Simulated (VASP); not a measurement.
Y, 1 atom in the cell. It takes space group I4/mmm (No. 139, tetragonal). Conventional cell: a = 3.404 Å, b = 3.404 Å, c = 5.296 Å, α = 90.00°, β = 90.00°, γ = 90.00°. Y (site symmetry 4/mmm) has 12 Y at 3.40 to 3.58 Å within 4.5 Å.  This cell differs from its parent crystal: ratio of the length along z to the lengths across it x 1.1, volume and fractional coordinates fixed.

- Program: VASP 6.6.1
- Task: single point
- Functional: PBEsol
- Potentials or basis: VASP PAW PBE potentials, release 64 (Y_sv)
- Cutoff: 520 eV
- k mesh: 18 × 18 × 18
- Occupations: gaussian, width 0.15 eV
- Spin: no spin polarisation
- Dipole correction: no
- Further INCAR settings: ALGO = Fast; EDIFF = 1e-07; NBANDS = 12

Potentials or basis: VASP PAW PBE potentials, release 64 (Y_sv).

Launch:

```bash
$ cat potpaw_PBE.64/Y_sv/POTCAR > POTCAR
$ mpirun -np 1 vasp_std > vasp.out
```

Hardware: 1 thread of Intel(R) Xeon(R) Platinum 8259CL CPU @ 2.50GHz (Skylake/Cascade Lake), on a shared host.

Estimate the wall time of this run.

Run time: 4.2 min on 1 thread of Intel(R) Xeon(R) Platinum 8259CL CPU @ 2.50GHz (Skylake/Cascade Lake) (shared host), peak memory 0.33 GiB. Counts: scf iterations 18, k points 480.
